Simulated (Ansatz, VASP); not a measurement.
# Two plane-wave programs on Bi

File INCAR:

```
SYSTEM = Bi
PREC = Accurate
ENCUT = 600
EDIFF = 1E-7
ISMEAR = 0
SIGMA = 0.1
LREAL = .False.
LASPH = .True.
NELM = 60
ALGO = Normal
ISIF = 3
LWAVE = .False.
LCHARG = .False.
GGA = PE
IBRION = 2
NSW = 100
EDIFFG = -0.01
```

KPOINTS

```
Automatic mesh
0
Gamma
  16 16 16
  0 0 0
```

Contents of POSCAR:

```
Bi
1.0
    3.2783663726      0.0000000000      0.0000000000
    0.0000000000      3.2783663726      0.0000000000
    0.0000000000      0.0000000000      3.2783663726
Bi
1
Direct
    0.5000000000      0.5000000000      0.5000000000
```

Input for Ansatz:

```yaml
crystal:
  lattice:
    - [3.2783663726, 0.0, 0.0]
    - [0.0, 3.2783663726, 0.0]
    - [0.0, 0.0, 3.2783663726]
  atoms:
    - { symbol: Bi, position: [0.5, 0.5, 0.5] }
basis:
  ecutwfc: 420
kpoints:
  mp_grid: { grid: [16, 16, 16] }
hamiltonian:
  xc: pbe
scf:
  occupations: { method: gaussian, width: 0.1 }
output:
  forces: true
  stress: true
  eigenvalues: true
relax:
  adjacent_minimum: "off"
  f_tol: 0.01
  max_steps: 80
  cell: { stress_tol: 0.05 }
```

Alike in both runs: task relaxation of cell and atoms; functional PBE; k mesh 16 × 16 × 16; occupations gaussian, width 0.1 eV; no spin polarisation.

|  | VASP | Ansatz |
| --- | --- | --- |
| version | VASP 6.6.1 | Ansatz 0.2.0 |
| potentials or method | VASP PAW PBE potentials, release 64 (Bi_d), cutoff 600 eV | scalar-relativistic, plane waves, PAW |
| valence electrons in the cell | 15 | 15 |

Ansatz gave:

```
gap on the k mesh at the Fermi level, each at its own relaxed structure (eV) : none
relaxed volume (Å³/atom)                                                     : 35.10
relaxed cell length with the largest relative difference (Å)                 : 3.274
```

Q: Estimate VASP's values.

A: gap on the k mesh at the Fermi level, each at its own relaxed structure (eV): none; relaxed volume (Å³/atom): 35.12; relaxed cell length with the largest relative difference (Å): 3.275.

A gap of «none» marks a metal or a gap that the smearing closes.

Spin-orbit coupling is off throughout.
